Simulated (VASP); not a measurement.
Write the native input for VASP 6.6.1 that does the following.

* Task: single point
* Functional: PBE
* Potentials or basis: VASP PAW PBE potentials, release 64 (Ru_pv)
* Cutoff: 520 eV
* k mesh: 12 × 8 × 7
* Occupations: fermi-dirac, width 0.1 eV
* Spin: no spin polarisation
* Dipole correction: no
* Further INCAR settings: ALGO = Normal; EDIFF = 1e-07; NBANDS = 36

The structure of Ru lies in POSCAR:

```
Ru
1.0
   -1.3605811744      2.3565957218      0.0000000000
    0.0000000000      0.0000000000      4.2959980361
    4.0817435231      2.3565957218      0.0000000000
Ru
4
Direct
    0.5000000000      0.2500000000      0.1666666670
    0.0000000000      0.2500000000      0.6666666670
    0.0000000000      0.7500000000      0.3333333330
    0.5000000000      0.7500000000      0.8333333330
```

The input as run:

INCAR

```
SYSTEM = Ru
PREC     = Accurate       ! precision mode
ENCUT    = 520            ! plane-wave cutoff, eV
EDIFF    = 1E-7           ! SCF threshold, eV
ISMEAR   = -1             ! smearing method
SIGMA    = 0.1            ! smearing width, eV
LREAL    = .FALSE.        ! projectors in reciprocal space
LASPH    = .TRUE.         ! aspherical terms in the spheres
NELM     = 80             ! most SCF steps
ALGO     = Normal         ! electronic algorithm
ISIF     = 2              ! what is computed and relaxed
LWAVE    = .FALSE.        ! write WAVECAR
LCHARG   = .FALSE.        ! write CHGCAR
GGA      = PE             ! functional
NBANDS   = 36             ! bands
```

KPOINTS

```
regular mesh
0
G
  12 8 7
  0 0 0
```

Potentials or basis: VASP PAW PBE potentials, release 64 (Ru_pv).

The run is started by

```bash
$ cat potpaw_PBE.64/Ru_pv/POTCAR > POTCAR
$ mpirun -np 1 vasp_std > vasp.out
```

It gave:

The pressure is -0.1 GPa and the band gap on the k mesh is zero (bands 28 and 29 overlap by 2.44 eV).

It took 2.4 min on 1 thread of Intel(R) Xeon(R) Platinum 8488C (Sapphire Rapids), on a shared host, peak memory 0.3 GiB.
